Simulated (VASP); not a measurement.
Here is a VASP 6.6.1 calculation.

Contents of INCAR:

```
SYSTEM = Hf
PREC = Accurate
ENCUT = 520
EDIFF = 1E-6
ISMEAR = 0
SIGMA = 0.1
LREAL = .False.
LASPH = .True.
NELM = 100
ALGO = Normal
ISIF = 2
LWAVE = .False.
LCHARG = .False.
NBANDS = 17
```

File KPOINTS:

```
Automatic mesh
0
Gamma
  12 12 7
  0 0 0
```

POSCAR

```
Hf
1.0
    3.1183974891      0.0000000000      0.0000000000
   -1.5591987445      2.7006114446      0.0000000000
    0.0000000000      0.0000000000      4.9475473504
Hf
2
Direct
    0.3333333333      0.6666666667      0.2500000000
    0.6666666667      0.3333333333      0.7500000000
```

Potentials or basis: VASP PAW LDA potentials, release 64 (Hf_pv).

The run is started by

```sh
$ cat potpaw_LDA.64/Hf_pv/POTCAR > POTCAR
$ mpirun -np 1 vasp_std > vasp.out
```

Question: What does it give for the pressure?

Answer: 0.1 GPa.

Question: Estimate the band gap on the k mesh.

Answer: Zero (bands 10 and 11 overlap by 1.41 eV).

Stress tensor (GPa, compression positive):
```
 0.18  0.00  0.00
 0.00  0.18  0.00
 0.00  0.00 -0.05
```

Caveat: spin-orbit coupling is left out, which moves the levels of the heavy elements.
